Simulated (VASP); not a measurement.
**Ge2Sb2Te5: single point with LDA**

The system is Ge2Sb2Te5.

```
CELL_PARAMETERS angstrom
4.24272 0.00000 0.00000
-2.12136 3.67431 0.00000
0.00000 0.00000 17.31821
ATOMIC_POSITIONS crystal
Ge 0.33333 0.66667 0.90091
Ge 0.66667 0.33333 0.09909
Sb 0.00000 0.00000 0.68796
Sb 0.00000 0.00000 0.31204
Te 0.00000 0.00000 0.00000
Te 0.66667 0.33333 0.80518
Te 0.33333 0.66667 0.19482
Te 0.33333 0.66667 0.58974
Te 0.66667 0.33333 0.41026
```

```
Program             : VASP 6.6.1
Task                : single point
Functional          : LDA
Potentials or basis : VASP PAW LDA potentials, release 64 (Ge_d, Sb, Te)
Cutoff              : 520 eV
k mesh              : 12 × 12 × 2
Occupations         : gaussian, width 0.01 eV
Spin                : no spin polarisation
```

```
Pressure               : -1.9 GPa
Largest force          : 0.090 eV/Å
Band gap on the k mesh : 0.45 eV, direct
```

Forces in eV/Å, atoms in the order of the input:
```
Ge   0.000  0.000  0.036
Ge   0.000  0.000 -0.036
Sb   0.000  0.000  0.090
Sb   0.000  0.000 -0.090
Te   0.000  0.000  0.000
Te   0.000  0.000 -0.060
Te   0.000  0.000  0.060
Te   0.000  0.000 -0.029
Te   0.000  0.000  0.029
```

Stress tensor (GPa, compression positive):
```
-1.85  0.00  0.00
 0.00 -1.85  0.00
 0.00  0.00 -2.07
```

Levels at points of the mesh, in eV from the valence-band top:
| k point | band 32 | band 33 | band 34 | band 35 | band 36 | band 37 |
| --- | --- | --- | --- | --- | --- | --- |
| (0.00, 0.00, 0.00) | -0.98 | -0.67 | 0.00 | 0.45 | 0.46 | 0.46 |
| (0.50, 0.00, 0.00) | -1.35 | -1.32 | -0.76 | 0.60 | 0.95 | 1.11 |
| (0.00, 0.00, 0.50) | -1.21 | -0.54 | -0.10 | 0.58 | 0.58 | 0.58 |
| (0.50, 0.00, 0.50) | -1.61 | -1.21 | -0.55 | 0.46 | 0.81 | 1.54 |

Run time: 14 min on 1 thread of Intel(R) Xeon(R) Platinum 8375C CPU @ 2.90GHz (Ice Lake), with other jobs on the host, peak memory 0.56 GiB.

Caveat: spin-orbit coupling is left out, which moves the levels of the heavy elements. A k mesh can miss the band edges.
